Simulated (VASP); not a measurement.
CoSi16 (a cell with a defect), 17 atoms in the cell. The cell holds a defect, 17 atoms: a = 7.685 Å, b = 7.685 Å, c = 7.685 Å, α = 60.00°, β = 60.00°, γ = 60.00°. 

| Property | Result |
| --- | --- |
| Program | VASP 6.6.1 |
| Task | single point |
| Functional | PBEsol |
| Potentials or basis | VASP PAW PBE potentials, release 64 (Si, Co) |
| Cutoff | 520 eV |
| k mesh | 3 × 3 × 3 |
| Occupations | gaussian, width 0.02 eV |
| Spin | collinear spin, ferromagnetic start |
| Starting moments | [0.0, 0.0, 0.0, 0.0, 0.0, 0.0, 0.0, 0.0, 0.0, 0.0, 0.0, 0.0, 0.0, 0.0, 0.0, 0.0, 0.87] μB |
| Dipole correction | no |
| Further INCAR settings | LREAL = Auto; ALGO = Normal; EDIFF = 1e-06; NBANDS = 54 |

Potentials or basis: VASP PAW PBE potentials, release 64 (Si, Co).

Run with:

```sh
$ cat potpaw_PBE.64/Si/POTCAR potpaw_PBE.64/Co/POTCAR > POTCAR
$ mpirun -np 1 vasp_std > vasp.out
```

Hardware: 1 thread of Intel(R) Xeon(R) 6975P-C (Granite Rapids), with other jobs on the host.

Q: Estimate the wall time of this run.

A: Wall time 12 min on 1 thread of Intel(R) Xeon(R) 6975P-C (Granite Rapids) (shared host), peak memory 0.79 GiB. Counts: scf iterations 19, k points 14.
